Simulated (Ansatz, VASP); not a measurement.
## BPb: VASP beside Ansatz

```
CELL_PARAMETERS angstrom
3.89735 0.00000 0.00000
-1.94867 3.37520 0.00000
0.00000 0.00000 6.24147
ATOMIC_POSITIONS crystal
B 0.33333 0.66667 0.00000
B 0.66667 0.33333 0.50000
Pb 0.33333 0.66667 0.38210
Pb 0.66667 0.33333 0.88210
```

Alike in both runs: task relaxation of cell and atoms; functional PBE; k mesh 12 × 12 × 8; occupations gaussian, width 0.1 eV; no spin polarisation.

|  | VASP | Ansatz |
| --- | --- | --- |
| version | VASP 6.6.1 | Ansatz 0.2.0 |
| potentials or method | VASP PAW PBE potentials, release 64 (B, Pb_d), cutoff 600 eV | scalar-relativistic, plane waves, PAW |
| valence electrons in the cell | 34 | 34 |

VASP gave:

- gap on the k mesh at the Fermi level, each at its own relaxed structure (eV): none
- relaxed volume (Å³/atom): 20.93
- relaxed length of the cell vector where the two differ most in proportion (Å): 6.607

Problem. Estimate Ansatz's values.

Solution. gap on the k mesh at the Fermi level, each at its own relaxed structure (eV): none; relaxed volume (Å³/atom): 20.94; relaxed length of the cell vector where the two differ most in proportion (Å): 6.608.

A gap of «none» marks a metal or a gap that the smearing closes.

Spin-orbit coupling is off throughout.
